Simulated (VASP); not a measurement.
Write the native input for VASP 6.6.1 that does the following.

| Quantity | Value |
| --- | --- |
| Task | single point |
| Functional | r2SCAN |
| Potentials or basis | VASP PAW PBE potentials, release 64 (O, H, Na_pv) |
| Cutoff | 580 eV |
| k mesh | 1 × 1 × 1 |
| Occupations | fermi-dirac, width 0.05 eV |
| Spin | no spin polarisation |
| Dipole correction | no |
| Further INCAR settings | ALGO = Normal; EDIFF = 1e-06; NBANDS = 47 |

The system is NaH13O7.

```xyz
21
Lattice="6.6282 0.0000 0.0000 0.0000 6.6282 0.0000 0.0000 0.0000 6.6282" Properties=species:S:1:pos:R:3 pbc="T T T"
O     5.0096   -0.2766    3.6261
O     4.2360    1.5409    5.6551
O     2.5152    5.4121    5.4097
O     0.2711    1.0355    2.3298
O     3.3526    4.6723    1.5503
O     6.6576    4.3466    4.5913
O     1.7475    3.2132    2.8162
H     5.6790    0.2550    3.1418
H     4.6228   -0.8520    2.9840
H     4.5601    1.0604    6.4340
H     4.3678    1.0027    4.8544
H     2.5662    5.8849    4.6113
H     1.5613    5.1111    5.3421
H     0.8849    0.3366    1.9862
H     0.8742    1.8974    2.5049
H     2.7657    5.2496    1.0324
H     2.7156    4.0293    2.0575
H     7.1979    3.8665    3.8713
H     6.1784    5.0323    4.1085
H     2.2347    2.8321    3.5361
Na    4.4688    3.9797    6.0490
```

These files were run (other wordings do the same):

POSCAR

```
NaH13O7
1.0
    6.6282230000      0.0000000000      0.0000000000
    0.0000000000      6.6282230000      0.0000000000
    0.0000000000      0.0000000000      6.6282230000
O H Na
7 13 1
Direct
    0.7557983490     -0.0417306418      0.5470697048
    0.6390853174      0.2324755821      0.8531849336
    0.3794682225      0.8165235237      0.8161614357
    0.0409008568      0.1562258844      0.3514969246
    0.5058067600      0.7049098982      0.2338937601
    1.0044321080      0.6557715394      0.6926894282
    0.2636453239      0.4847754821      0.4248800923
    0.8567907266      0.0384718498      0.4740033641
    0.6974418332     -0.1285412395      0.4501960782
    0.6879822842      0.1599825474      0.9706975761
    0.6589699834      0.1512773484      0.7323833251
    0.3871625924      0.8878548594      0.6957068282
    0.2355533301      0.7711116539      0.8059626238
    0.1335048625      0.0507828418      0.2996579928
    0.1318905535      0.2862607369      0.3779142615
    0.4172611573      0.7920071488      0.1557581874
    0.4097025704      0.6079004886      0.3104150238
    1.0859471686      0.5833388527      0.5840630287
    0.9321352043      0.7592230980      0.6198493925
    0.3371491876      0.4272789253      0.5334914049
    0.6742078533      0.6004173366      0.9126126263
```

INCAR.step1

```
SYSTEM = NaH13O7
PREC = Accurate
ENCUT = 580
ISMEAR = -1
SIGMA = 0.05
LREAL = .FALSE.
LASPH = .TRUE.
NELM = 120
NBANDS = 47
GGA = PE
ALGO = Normal
EDIFF = 1E-5
LWAVE = .TRUE.
LCHARG = .FALSE.
GGA_COMPAT = .FALSE.
```

INCAR.step2

```
SYSTEM = NaH13O7
PREC = Accurate
ENCUT = 580
EDIFF = 1E-6
ISMEAR = -1
SIGMA = 0.05
LREAL = .FALSE.
LASPH = .TRUE.
NELM = 120
ALGO = Normal
ISIF = 2
LWAVE = .FALSE.
LCHARG = .FALSE.
METAGGA = R2SCAN
LMIXTAU = .TRUE.
NBANDS = 47
ISTART = 1
GGA_COMPAT = .FALSE.
```

KPOINTS

```
Automatic mesh
0
G
  1 1 1
  0 0 0
```

Potentials or basis: VASP PAW PBE potentials, release 64 (O, H, Na_pv).

Run with:

```sh
$ cat potpaw_PBE.64/O/POTCAR potpaw_PBE.64/H/POTCAR potpaw_PBE.64/Na_pv/POTCAR > POTCAR
$ cp INCAR.step1 INCAR
$ mpirun -np 1 vasp_gam > vasp.out
$ cp INCAR.step2 INCAR
$ mpirun -np 1 vasp_gam > vasp.out
```

It gave:

The pressure is -1.3 GPa and the largest force is 2.370 eV/Å.

Caveat: the k points lie up to 0.95 Å⁻¹ apart; the PAW data sets were made with another functional, which shifts forces and pressure a little.

Wall time 4.6 min on 1 thread of Intel Xeon 8259CL, with other jobs on the host, peak memory 0.41 GiB.
